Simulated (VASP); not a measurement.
# TiO2 (Fm-3m) in VASP: further runs, part 2 of 2

VASP 6.6.1. The steps go on from the part before.

## (4) Single point, r2SCAN (volume changed by +3%)

POSCAR

```
TiO2
1.0
    0.0000000000      2.4205597622      2.4205597622
    2.4205597622      0.0000000000      2.4205597622
    2.4205597622      2.4205597622      0.0000000000
Ti O
1 2
Direct
    0.0000000000      0.0000000000      0.0000000000
    0.2500000000      0.2500000000      0.2500000000
    0.7500000000      0.7500000000      0.7500000000
```

INCAR.step1

```
SYSTEM = TiO2
PREC = Accurate ; ENCUT = 520
ISMEAR = 0 ; SIGMA = 0.01
LREAL = .False. ; LASPH = .True.
NELM = 80 ; NBANDS = 19
GGA = PE ; ALGO = Normal
EDIFF = 1E-4 ; LWAVE = .True.
LCHARG = .False.
```

INCAR.step2

```
SYSTEM = TiO2
PREC = Accurate ; ENCUT = 520
EDIFF = 1E-6 ; ISMEAR = 0
SIGMA = 0.01 ; LREAL = .False.
LASPH = .True. ; NELM = 80
ALGO = Normal ; ISIF = 2
LWAVE = .False. ; LCHARG = .False.
METAGGA = R2SCAN ; LMIXTAU = .True.
NBANDS = 19 ; ISTART = 1
```

KPOINTS

```
regular mesh
0
Gamma
  8 8 8
  0 0 0
```

Potentials or basis: VASP PAW PBE potentials, release 64 (Ti_sv, O).

Launch:

```console
cat potpaw_PBE.64/Ti_sv/POTCAR potpaw_PBE.64/O/POTCAR > POTCAR
cp INCAR.step1 INCAR
mpirun -np 1 vasp_std > vasp.out
cp INCAR.step2 INCAR
mpirun -np 1 vasp_std > vasp.out
```

OUTCAR:

```text
SYSTEM = TiO2
   PREC = Accurate
   ENCUT = 520
   EDIFF = 1E-6
   ISMEAR = 0
   LREAL = .False.
   LASPH = .True.
   NELM = 80
   ISIF = 2
   METAGGA = R2SCAN
   ISTART = 1

 ion  position               nearest neighbor table
   1  0.000  0.000  0.000-   3 2.10   3 2.10   3 2.10   2 2.10   3 2.10   2 2.10   2 2.10   2 2.10

   2  0.250  0.250  0.250-   1 2.10   1 2.10   1 2.10   1 2.10
   3  0.750  0.750  0.750-   1 2.10   1 2.10   1 2.10   1 2.10

  LATTYP: Found a face centered cubic cell.
 ALAT       =     4.8411195244

  Lattice vectors:

 A1 = (   0.0000000000,   2.4205597622,   2.4205597622)
 A2 = (   2.4205597622,   0.0000000000,   2.4205597622)
 A3 = (   2.4205597622,   2.4205597622,   0.0000000000)

Analysis of symmetry for initial positions (statically):
=====================================================================
 Subroutine PRICEL returns:
 Original cell was already a primitive cell.

 Routine SETGRP: Setting up the symmetry group for a
 face centered cubic supercell.

 Subroutine GETGRP returns: Found 48 space group operations
 (whereof 48 operations were pure point group operations)
 out of a pool of 48 trial point group operations.
[... 160 lines left out ...]
  ext. energy  EPLUGINS =         0.00000000
  ---------------------------------------------------
  free energy    TOTEN  =       -34.08963385 eV

  energy without entropy =      -34.08963385  energy(sigma->0) =      -34.08963385

 E-fermi :   6.9566     XC(G=0): -12.8792

 val. band max:        6.7468392368   @ k =   0.5000   0.5000   0.0000
 cond. band min:       8.2572840075   @ k =   0.0000   0.0000   0.0000
 fundamental gap:      1.5104447708
 Fermi energy:         6.9565654330

 k-point     1 :       0.0000    0.0000    0.0000
  band No.  band energies     occupation
      1     -53.3273      2.00000
      2     -28.3583      2.00000
      3     -28.3582      2.00000
      4     -28.3582      2.00000
      5     -13.7988      2.00000
      6     -10.1613      2.00000
[... 505 lines left out ...]
      6     -11.7142      2.00000
[... 11 lines left out ...]
     18      18.1481      0.00000
     19      22.4192      0.00000

 [... further k-points ...]
[... 5 lines left out ...]
  --------------------------------------------------------------------------------------
  -------------------------------------------------------------------------------------
  Total       -1.1139650     -1.1139650     -1.1139650      0.0000000     -0.0000000      0.0000000
  in kB      -62.9223144    -62.9223144    -62.9223144      0.0000000     -0.0000000      0.0000000
  external PRESSURE =     -62.9223144 kB  Pullay stress =       0.0000000 kB

 VOLUME and BASIS-vectors are now :
 -----------------------------------------------------------------------------
  energy-cutoff  :      520.00
  volume of cell :       28.36
      direct lattice vectors                 reciprocal lattice vectors
     0.000000000  2.420559762  2.420559762    -0.206563791  0.206563791  0.206563791
     2.420559762  0.000000000  2.420559762     0.206563791 -0.206563791  0.206563791
     2.420559762  2.420559762  0.000000000     0.206563791  0.206563791 -0.206563791

 POSITION                                       TOTAL-FORCE (eV/Angst)
 -----------------------------------------------------------------------------------
      0.00000      0.00000      0.00000         0.000000     -0.000000      0.000000
      1.21028      1.21028      1.21028        -0.000000     -0.000000     -0.000000
      3.63084      3.63084      3.63084         0.000000      0.000000      0.000000
 -----------------------------------------------------------------------------------
    total drift:                                0.000000     -0.000000      0.000000

  FREE ENERGIE OF THE ION-ELECTRON SYSTEM (eV)
  ---------------------------------------------------
  free  energy   TOTEN  =       -34.0896338508 eV

  energy  without entropy=      -34.0896338508  energy(sigma->0) =      -34.08963385
```

OUTCAR.step1:

```text
SYSTEM = TiO2
   PREC = Accurate
   ENCUT = 520
   ISMEAR = 0
   LREAL = .False.
   LASPH = .True.
   NELM = 80
[... 753 lines left out ...]
      0.00000      0.00000      0.00000        -0.000000     -0.000000     -0.000000
      1.21028      1.21028      1.21028         0.000000      0.000000      0.000000
      3.63084      3.63084      3.63084        -0.000000      0.000000     -0.000000
 -----------------------------------------------------------------------------------
    total drift:                                0.000000     -0.000000      0.000000

  FREE ENERGIE OF THE ION-ELECTRON SYSTEM (eV)
  ---------------------------------------------------
  free  energy   TOTEN  =       -26.0331834151 eV

  energy  without entropy=      -26.0331834151  energy(sigma->0) =      -26.03318342
```

It took 89 s on 1 thread of Intel Xeon Platinum 8488C (Sapphire Rapids), shared host; peak memory 0.17 GiB.

What came out:

- Free energy: -34.0896 eV
- Pressure: -6.3 GPa
- Band gap on the k mesh: 1.51 eV, indirect (least direct gap 2.17 eV)

Caveat: the PAW data sets were made with another functional, which shifts forces and pressure a little. A k mesh can miss the band edges.

## (5) The runs side by side

| cell | gap on the mesh (eV) | pressure (GPa) |
| --- | --- | --- |
| a = 3.355 Å, angles 60.0°, 3 atoms | 1.58 | 10.7 |
| a = 3.390 Å, angles 60.0°, 3 atoms | 1.55 | 1.6 |
| a = 3.423 Å, angles 60.0°, 3 atoms | 1.51 | -6.3 |

Alike in all rows: task single point; level r2SCAN; potentials or basis VASP PAW PBE potentials, release 64 (Ti_sv, O); no spin polarisation; k mesh 8 × 8 × 8; cutoff (eV) 520; smearing gaussian 0.01 eV.

Caveats: the PAW data sets were made with another functional, which shifts forces and pressure a little.

Total energies depend on the potentials used, so only differences within one code and one set of settings carry meaning.
